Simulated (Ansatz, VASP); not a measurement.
## Two plane-wave programs on AgBr

```
Ag Br
1.0
     0.00000    2.68485    2.68485
     2.68485    0.00000    2.68485
     2.68485    2.68485    0.00000
Ag Br
1 1
Cartesian
  0.0000 0.0000 0.0000
  2.6849 2.6849 2.6849
```

Alike in both runs: functional PBEsol; k mesh 8 × 8 × 8; occupations fermi-dirac, width 0.03 eV; no spin polarisation.

Ansatz relaxed the structure, and its values are those at the end. VASP's run is a single point on that final structure, the one shown.

```csv
,VASP,Ansatz
version,VASP 6.6.1,Ansatz 0.2.0
potentials or method,"VASP PAW PBE potentials, release 64 (Ag, Br)","PAW with Ansatz's default frozen-core files, scalar-relativistic"
plane-wave cutoff (eV),500,420
valence electrons in the cell,18,26
```

|  | VASP | Ansatz | Ansatz less VASP |
| --- | --- | --- | --- |
| pressure (GPa) | 13.5 | 13.5 | +0.01 |

VASP's potentials were made for PBE, not for PBEsol. VASP's potentials hold 18 valence electrons a cell and Ansatz's 26, so a difference there can come from the potentials and not from the codes. Ansatz's warnings: stress scf threshold loose.
